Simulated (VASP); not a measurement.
# Ta3N5 (Cmcm) in VASP: a series of runs

Ta3N5 is run at these levels: PBEsol; tasks: single point.

All numbers are computed with VASP 6.6.1; they aren't measurements. Logs are shortened: lines on timing, memory, paths and dates and some standing lists are left out, and cuts for length are marked.

### Step 1. The cell of the first run

Symmetry: Cmcm, No. 63, orthorhombic system. The conventional cell has a = 3.878 Å, b = 10.216 Å, c = 10.238 Å, α = 90.00°, β = 90.00°, γ = 90.00°. Ta (site symmetry m2m) has 6 N at 2.04 to 2.13 Å within 2.7 Å. Ta (site symmetry m) has 6 N at 1.95 to 2.24 Å within 2.6 Å. N (site symmetry m2m) has 4 Ta at 2.05 to 2.21 Å and 4 N at 2.69 Å within 2.7 Å. Within 2.8 Å of N (site symmetry m) lie 3 Ta at 1.95 to 2.04 Å and 3 N at 2.64 to 2.72 Å. N (site symmetry m) has 4 Ta at 2.03 to 2.24 Å and 5 N at 2.69 to 2.73 Å within 2.8 Å.

### Step 2. Single point, PBEsol

INCAR reads:

```
ALGO = Normal
EDIFF = 1E-6
ENCUT = 520
GGA = PS
ISIF = 2
ISMEAR = 0
KPAR = 4
LASPH = True
LCHARG = False
LREAL = Auto
LWAVE = False
NBANDS = 72
NELM = 80
PREC = Accurate
SIGMA = 0.02
```

KPOINTS reads:

```
k-points
0
Gamma
  8 8 4
```

POSCAR reads:

```
Ta3N5
1.0
    1.9388796021     -5.1080237832      0.0000000000
    1.9388796021      5.1080237832      0.0000000000
    0.0000000000      0.0000000000     10.2378004131
Ta N
6 10
Direct
    0.8012203469      0.1987796531      0.2500000000
    0.1987796531      0.8012203469      0.7500000000
    0.8662888859      0.1337111141      0.5592971545
    0.1337111141      0.8662888859      0.0592971545
    0.1337111141      0.8662888859      0.4407028455
    0.8662888859      0.1337111141      0.9407028455
    0.2358544585      0.7641455415      0.2500000000
    0.7641455415      0.2358544585      0.7500000000
    0.9529959641      0.0470040359      0.1199197808
    0.0470040359      0.9529959641      0.6199197808
    0.0470040359      0.9529959641      0.8800802192
    0.9529959641      0.0470040359      0.3800802192
    0.6913044229      0.3086955771      0.0732978143
    0.3086955771      0.6913044229      0.5732978143
    0.3086955771      0.6913044229      0.9267021857
    0.6913044229      0.3086955771      0.4267021857
```

Potentials or basis: VASP PAW PBE potentials, release 64 (Ta_pv, N).

Started as:

```sh
$ cat potpaw_PBE.64/Ta_pv/POTCAR potpaw_PBE.64/N/POTCAR > POTCAR
$ mpirun -np 4 vasp_std > vasp.out
```

OUTCAR:

```text
EDIFF = 1E-6
   ENCUT = 520
   GGA = PS
   ISIF = 2
   ISMEAR = 0
   LASPH = True
   LREAL = Auto
   NELM = 80
   PREC = Accurate

 ion  position               nearest neighbor table
   1  0.801  0.199  0.250-   9 2.04  12 2.04   7 2.05   7 2.05  16 2.13  13 2.13   6 3.24   3 3.24
                             4 3.24   4 3.24   5 3.24   5 3.24
   2  0.199  0.801  0.750-  10 2.04  11 2.04   8 2.05   8 2.05  15 2.13  14 2.13   5 3.24   4 3.24
                             3 3.24   3 3.24   6 3.24   6 3.24
   3  0.866  0.134  0.559-  10 1.95  14 2.03  14 2.03  12 2.04   8 2.21  16 2.24   5 2.99   1 3.24
                             2 3.24   2 3.24   5 3.30   5 3.30
   4  0.134  0.866  0.059-   9 1.95  13 2.03  13 2.03  11 2.04   7 2.21  15 2.24   6 2.99   2 3.24
                             1 3.24   1 3.24   6 3.30   6 3.30
   5  0.134  0.866  0.441-  12 1.95  16 2.03  16 2.03  10 2.04   7 2.21  14 2.24   3 2.99   2 3.24
                             1 3.24   1 3.24   3 3.30   3 3.30
   6  0.866  0.134  0.941-  11 1.95  15 2.03  15 2.03   9 2.04   8 2.21  13 2.24   4 2.99   1 3.24
                             2 3.24   2 3.24   4 3.30   4 3.30
   7  0.236  0.764  0.250-   1 2.05   1 2.05   5 2.21   4 2.21
   8  0.764  0.236  0.750-   2 2.05   2 2.05   6 2.21   3 2.21
   9  0.953  0.047  0.120-   4 1.95   6 2.04   1 2.04
  10  0.047  0.953  0.620-   3 1.95   5 2.04   2 2.04
  11  0.047  0.953  0.880-   6 1.95   4 2.04   2 2.04
  12  0.953  0.047  0.380-   5 1.95   3 2.04   1 2.04
  13  0.691  0.309  0.073-   4 2.03   4 2.03   1 2.13   6 2.24
  14  0.309  0.691  0.573-   3 2.03   3 2.03   2 2.13   5 2.24
  15  0.309  0.691  0.927-   6 2.03   6 2.03   2 2.13   4 2.24
  16  0.691  0.309  0.427-   5 2.03   5 2.03   1 2.13   3 2.24

  LATTYP: Found a base centered orthorhombic cell.
 ALAT       =     3.8777592042
 B/A-ratio  =     2.6345234524
 C/A-ratio  =     2.6401330959

  Lattice vectors:

 A1 = (   1.9388796021,  -5.1080237832,   0.0000000000)
 A2 = (   1.9388796021,   5.1080237832,   0.0000000000)
 A3 = (   0.0000000000,   0.0000000000,  10.2378004131)

Analysis of symmetry for initial positions (statically):
=====================================================================
 Subroutine PRICEL returns:
 Original cell was already a primitive cell.

 Routine SETGRP: Setting up the symmetry group for a
 base centered orthorhombic supercell.

 Subroutine GETGRP returns: Found  8 space group operations
 (whereof  4 operations were pure point group operations)
 out of a pool of  8 trial point group operations.

The static configuration has the point symmetry C_2h.
 The point group associated with its full space group is D_2h.

Analysis of symmetry for dynamics (positions and initial velocities):
=====================================================================
 Subroutine PRICEL returns:
 Original cell was already a primitive cell.

 Routine SETGRP: Setting up the symmetry group for a
 base centered orthorhombic supercell.

 Subroutine GETGRP returns: Found  8 space group operations
 (whereof  4 operations were pure point group operations)
 out of a pool of  8 trial point group operations.

The dynamic configuration has the point symmetry C_2h.
 The point group associated with its full space group is D_2h.

 Subroutine INISYM returns: Found  8 space group operations
 (whereof  4 operations are pure point group operations),
 and found     1 'primitive' translations

----------------------------------------------------------------------------------------

                                     Primitive cell

  volume of cell :     202.7871

  direct lattice vectors                    reciprocal lattice vectors
     1.938879602 -5.108023783  0.000000000     0.257880891 -0.097885214  0.000000000
     1.938879602  5.108023783  0.000000000     0.257880891  0.097885214  0.000000000
     0.000000000  0.000000000 10.237800413     0.000000000  0.000000000  0.097677231

  length of vectors
     5.463621609  5.463621609 10.237800413     0.275833408  0.275833408  0.097677231

  position of ions in fractional coordinates (direct lattice)
     0.801220347  0.198779653  0.250000000
     0.198779653  0.801220347  0.750000000
     0.866288886  0.133711114  0.559297155
     0.133711114  0.866288886  0.059297155
     0.133711114  0.866288886  0.440702845
     0.866288886  0.133711114  0.940702845
[... 8 lines left out ...]
     0.308695577  0.691304423  0.926702186
     0.691304423  0.308695577  0.426702186

  ion indices of the primitive-cell ions
   primitive index   ion index
                 1           1
                 2           2
                 3           3
                 4           4
                 5           5
                 6           6
[... 8 lines left out ...]
                15          15
                16          16

----------------------------------------------------------------------------------------

 KPOINTS: k-points

Automatic generation of k-mesh.
 Grid dimensions read from file:
 generate k-points for:    8    8    4

 Generating k-lattice:

  Cartesian coordinates                     Fractional coordinates (reciprocal lattice)
     0.032235111 -0.012235652  0.000000000     0.125000000 -0.000000000  0.000000000
     0.032235111  0.012235652  0.000000000    -0.000000000  0.125000000  0.000000000
     0.000000000  0.000000000  0.024419308     0.000000000  0.000000000  0.250000000

  Length of vectors
     0.034479176  0.034479176  0.024419308

  Shift w.r.t. Gamma in fractional coordinates (k-lattice)
     0.000000000  0.000000000  0.000000000

 Subroutine IBZKPT returns following result:
 ===========================================

 Found     63 irreducible k-points:

 Following reciprocal coordinates:
            Coordinates               Weight
  0.000000  0.000000  0.000000      1.000000
  0.125000  0.000000  0.000000      4.000000
  0.250000  0.000000  0.000000      4.000000
  0.375000  0.000000  0.000000      4.000000
  0.500000  0.000000  0.000000      2.000000
  0.125000  0.125000  0.000000      2.000000
[... 16 lines left out ...]
  0.125000  0.000000  0.250000      8.000000
  0.250000  0.000000  0.250000      8.000000
 [... further k-points ...]
   k-points           NKPTS =     63   k-points in BZ     NKDIM =     63   number of bands    NBANDS=     72
   number of dos      NEDOS =    301   number of ions     NIONS =     16
   total plane-waves  NPLWV = 141120
   dimension x,y,z NGX =    42 NGY =   42 NGZ =   80
   dimension x,y,z NGXF=    84 NGYF=   84 NGZF=  160
   ions per type =               6  10
   NGX,Y,Z   is equivalent  to a cutoff of  12.78, 12.78, 12.99 a.u.
   NGXF,Y,Z  is equivalent  to a cutoff of  25.56, 25.56, 25.98 a.u.
 SYSTEM =  unknown system
   PREC   = accura    normal or accurate (medium, high low for compatibility)
   ISTART =      0    job   : 0-new  1-cont  2-samecut
   ICHARG =      2    charge: 1-file 2-atom 10-const
   ISPIN  =      1    spin polarized calculation?
   LNONCOLLINEAR =      F non collinear calculations
   LSORBIT =      F    spin-orbit coupling
   LASPH  =      T    aspherical Exc in radial PAW
   ENCUT  =  520.0 eV  38.22 Ry    6.18 a.u.  10.16 10.16 19.04*2*pi/ulx,y,z
   NELM   =     80;   NELMIN=  2; NELMDL= -5     # of ELM steps
   EDIFF  = 0.1E-05   stopping-criterion for ELM
   LREAL  =      T    real-space projection
   EDIFFG = 0.1E-04   stopping-criterion for IOM
   NSW    =      0    number of steps for IOM
   IBRION =     -1    ionic relax: 0-MD 1-quasi-New 2-CG
   NFREE  =      0    steps in history (QN), initial steepest desc. (CG)
   ISIF   =      2    stress and relaxation
   ISYM   =      2    0-nonsym 1-usesym 2-fastsym
   POTIM  = 0.5000    time-step for ionic-motion
   TEBEG  =    0.0;   TEEND  =   0.0 temperature during run
   PSTRESS=    0.0 pullay stress
   NELECT =     116.0000    total number of electrons
   NUPDOWN=      -1.0000    fix difference up-down
   EMIN   =  10.00;   EMAX   =-10.00  energy-range for DOS
   EFERMI =   0.00;   METHOD = LEGACY
   ISMEAR =     0;   SIGMA  =   0.02  broadening in eV -4-tet -1-fermi 0-gaus
   EFERMI_NEDOS =   21; number of points for ismear=-14 and -15
   IALGO  =     38    algorithm
   IMIX   =      4    mixing-type and parameters
     AMIX     =   0.40;   BMIX     =  1.00
     AMIX_MAG =   1.60;   BMIX_MAG =  1.00
  volume/ion in A,a.u.               =      12.67        85.53
  Fermi-wavevector in a.u.,A,eV,Ry     =   1.358983  2.568105 25.127713  1.846835
  Thomas-Fermi vector in A             =   2.485770
   LORBIT       =      0    0 simple, 1 ext, 2 COOP (PROOUT), +10 PAW based schemes
   GGA     = PS    functional components
   LHFCALC =     F    Hartree Fock is set to
   AEXX    =    0.0000 exact exchange contribution
   IVDW    =     0    specifies the selected vdW correction
   LEPSILON=     F    determine dielectric tensor
   LRPA    =     F    only Hartree local field effects (RPA)
 non-spin polarized calculation
 Gauss-broadening in eV      SIGMA  =   0.02
  energy-cutoff  :      520.00
  volume of cell :      202.79
 maximum number of plane-waves:      5484
 NGX is ok and might be reduce to    42
   NGX = 21   NGY = 21   NGZ = 39

 number of electron     115.9999992 magnetization

 Free energy of the ion-electron system (eV)
  ---------------------------------------------------
  ext. energy  EPLUGINS =         0.00000000
  ---------------------------------------------------
  free energy    TOTEN  =      -179.42967641 eV

  energy without entropy =     -179.42967641  energy(sigma->0) =     -179.42967641

 E-fermi :   4.0011     XC(G=0): -11.4637

 val. band max:        3.8726420697   @ k =   0.1250   0.1250   0.0000
 cond. band min:       5.0022745849   @ k =   0.5000   0.5000   0.0000
 fundamental gap:      1.1296325152
 Fermi energy:         4.0010642535

 k-point     1 :       0.0000    0.0000    0.0000
  band No.  band energies     occupation
      1     -30.9925      2.00000
      2     -30.9761      2.00000
      3     -30.9448      2.00000
      4     -30.8250      2.00000
      5     -30.8140      2.00000
      6     -30.8116      2.00000
[... 62 lines left out ...]
     69       7.8350      0.00000
     70       7.8904      0.00000
[... 1677 lines left out ...]
     69       7.5766      0.00000
     70       7.6107      0.00000

 [... further k-points ...]

 [bands above 70 left out]

------------------------ aborting loop because EDIFF is reached ----------------------------------------

  FORCE on cell =-STRESS in cart. coord.  units (eV):
  Direction    XX          YY          ZZ          XY          YZ          ZX
  --------------------------------------------------------------------------------------
  -------------------------------------------------------------------------------------
  Total        1.0343424      1.1222459      0.9195752      0.0000000      0.0000000      0.0000000
  in kB        8.1721156      8.8666225      7.2653651      0.0000000      0.0000000      0.0000000
  external PRESSURE =       8.1013677 kB  Pullay stress =       0.0000000 kB

 VOLUME and BASIS-vectors are now :
 -----------------------------------------------------------------------------
  energy-cutoff  :      520.00
  volume of cell :      202.79
      direct lattice vectors                 reciprocal lattice vectors
     1.938879602 -5.108023783  0.000000000     0.257880891 -0.097885214  0.000000000
     1.938879602  5.108023783  0.000000000     0.257880891  0.097885214  0.000000000
     0.000000000  0.000000000 10.237800413     0.000000000  0.000000000  0.097677231

 POSITION                                       TOTAL-FORCE (eV/Angst)
 -----------------------------------------------------------------------------------
      1.93888     -3.07728      2.55945         0.000000      0.007064      0.000000
      1.93888      3.07728      7.67835         0.000000     -0.007064      0.000000
      1.93888     -3.74202      5.72597         0.000000      0.034244      0.005535
      1.93888      3.74202      0.60707         0.000000     -0.034244      0.005535
      1.93888      3.74202      4.51183         0.000000     -0.034244     -0.005535
      1.93888     -3.74202      9.63073         0.000000      0.034244     -0.005535
[... 8 lines left out ...]
      1.93888      1.95438      9.48739         0.000000     -0.013913      0.006799
      1.93888     -1.95438      4.36849         0.000000      0.013913      0.006799
 -----------------------------------------------------------------------------------
    total drift:                                0.000000     -0.000000      0.000000

  FREE ENERGIE OF THE ION-ELECTRON SYSTEM (eV)
  ---------------------------------------------------
  free  energy   TOTEN  =      -179.4296764141 eV

  energy  without entropy=     -179.4296764141  energy(sigma->0) =     -179.42967641
```

Run time: 21 min. Hardware: 4 MPI ranks of Intel Xeon Platinum 8259CL at 2.50GHz (Skylake/Cascade Lake), shared host; peak memory 0.73 GiB.

What came out:

* Free energy: -179.4297 eV
* Pressure: 0.8 GPa
* Largest force: 0.057 eV/Å
* Band gap on the k mesh: 1.13 eV (least direct gap 1.39 eV)

Forces on the atoms (eV/Å):
```
Ta   0.000  0.007  0.000
Ta   0.000 -0.007  0.000
Ta   0.000  0.034  0.006
Ta   0.000 -0.034  0.006
Ta   0.000 -0.034 -0.006
Ta   0.000  0.034 -0.006
N    0.000  0.007  0.000
N    0.000 -0.007  0.000
N    0.000  0.021  0.053
N    0.000 -0.021  0.053
N    0.000 -0.021 -0.053
N    0.000  0.021 -0.053
N    0.000  0.014 -0.007
N    0.000 -0.014 -0.007
N    0.000 -0.014  0.007
N    0.000  0.014  0.007
```

Levels at points of the mesh, in eV from the valence-band top:
```
           k point  band 56  band 57  band 58  band 59  band 60  band 61
(0.00, 0.00, 0.00)    -0.56    -0.32    -0.05     1.37     1.65     2.04
(0.50, 0.00, 0.00)    -1.10    -0.62    -0.44     1.68     1.72     2.60
(0.50, 0.50, 0.00)    -0.99    -0.83    -0.35     1.13     1.84     2.24
(0.00, 0.00, 0.50)    -0.77    -0.58    -0.58     1.54     1.54     2.44
(0.50, 0.00, 0.50)    -0.81    -0.58    -0.58     1.88     1.88     2.66
(0.50, 0.50, 0.50)    -1.25    -0.63    -0.63     1.53     1.53     2.62
```

Caveat: the PAW data sets were made with another functional, which shifts forces and pressure a little; spin-orbit coupling is left out, which moves the levels of the heavy elements. PBEsol gaps usually lie below the measured ones, often by a third to a half.

[end of part 1 of 2]
